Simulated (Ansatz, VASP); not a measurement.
**CsCl: VASP beside Ansatz**

File POSCAR:

```
CsCl
1.0
    4.0950433541      0.0000000000      0.0000000000
    0.0000000000      4.0950433541      0.0000000000
    0.0000000000      0.0000000000      4.0950433541
Cs Cl
1 1
Direct
    0.0000000000      0.0000000000      0.0000000000
    0.5000000000      0.5000000000      0.5000000000
```

File INCAR.step1:

```
SYSTEM = CsCl
ALGO = Normal ; EDIFF = 1E-5
ENCUT = 550 ; GGA = PE
GGA_COMPAT = .False. ; ISMEAR = 0
LASPH = .True. ; LCHARG = .False.
LREAL = .False. ; LWAVE = .True.
NBANDS = 15 ; NELM = 120
PREC = Accurate ; SIGMA = 0.01
```

File INCAR.step2:

```
SYSTEM = CsCl
ALGO = Normal ; EDIFF = 1E-6
ENCUT = 550 ; GGA_COMPAT = .False.
ISIF = 2 ; ISMEAR = 0
ISTART = 1 ; LASPH = .True.
LCHARG = .True. ; LELF = .True.
LMIXTAU = .True. ; LREAL = .False.
LVHAR = .True. ; LWAVE = .False.
METAGGA = R2SCAN ; NBANDS = 15
NELM = 120 ; PREC = Accurate
SIGMA = 0.01
```

KPOINTS

```
k-points
0
Gamma
  6 6 6
  0 0 0
```

Input for Ansatz:

```yaml
crystal:
  lattice:
    - [4.0950433541, 0.0, 0.0]
    - [0.0, 4.0950433541, 0.0]
    - [0.0, 0.0, 4.0950433541]
  atoms:
    - { symbol: Cs, position: [0.0, 0.0, 0.0] }
    - { symbol: Cl, position: [0.5, 0.5, 0.5] }
kpoints:
  mp_grid: { grid: [6, 6, 6] }
hamiltonian:
  xc: r2scan
scf:
  occupations: { method: fixed }
  n_extra_bands: 4
output:
  forces: true
  stress: true
  eigenvalues: true
```

Alike in both runs: task single point; functional r2SCAN; k mesh 6 × 6 × 6; no spin polarisation.

|  | VASP | Ansatz |
| --- | --- | --- |
| version | VASP 6.6.1 | Ansatz 0.2.0 |
| potentials or method | VASP PAW PBE potentials, release 64 (Cs_sv, Cl) | plane waves, PAW |
| plane-wave cutoff (eV) | 550 | 500 |
| occupations | gaussian, width 0.01 eV | fixed |
| valence electrons in the cell | 16 | 16 |

```tsv
	VASP	Ansatz	Ansatz less VASP
gap on the k mesh at the Fermi level (eV)	5.88	5.88	+0.004
pressure (GPa)	0.7	0.7	-0.05
```

VASP's potentials were made for PBE, not for r2SCAN.

Neither program's run includes spin-orbit coupling.
